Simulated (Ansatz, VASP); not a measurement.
## Pb: VASP beside Ansatz

```xyz
3
Lattice="5.9020 0.0000 0.0000 -2.9510 5.1113 0.0000 0.0000 0.0000 3.5626" Properties=species:S:1:pos:R:3 pbc="T T T"
Pb    0.0000    0.0000    0.0000
Pb    0.0000    3.4075    1.7813
Pb    2.9510    1.7038    1.7813
```

Alike in both runs: task single point; functional revPBE; k mesh 7 × 7 × 10; occupations fermi-dirac, width 0.1 eV; no spin polarisation.

|  | VASP | Ansatz |
| --- | --- | --- |
| version | VASP 6.6.1 | Ansatz 0.2.0 |
| potentials or method | VASP PAW PBE potentials, release 64 (Pb_d), cutoff 520 eV | plane waves (420 eV) with PAW, scalar-relativistic |
| valence electrons in the cell | 42 | 42 |

VASP gave:

```
pressure (GPa)                                                : -2.2
traceless stress, the component that is largest in VASP (GPa) : -0.45
```

**Question.** Which values does Ansatz return?

**Answer.** Pressure (GPa): -2.2; traceless stress, the component that is largest in VASP (GPa): -0.44.

VASP's potentials were made for PBE, not for revPBE. With one functional, cell and mesh, what is left measures potentials, basis and numerics.

Neither program's run includes spin-orbit coupling.
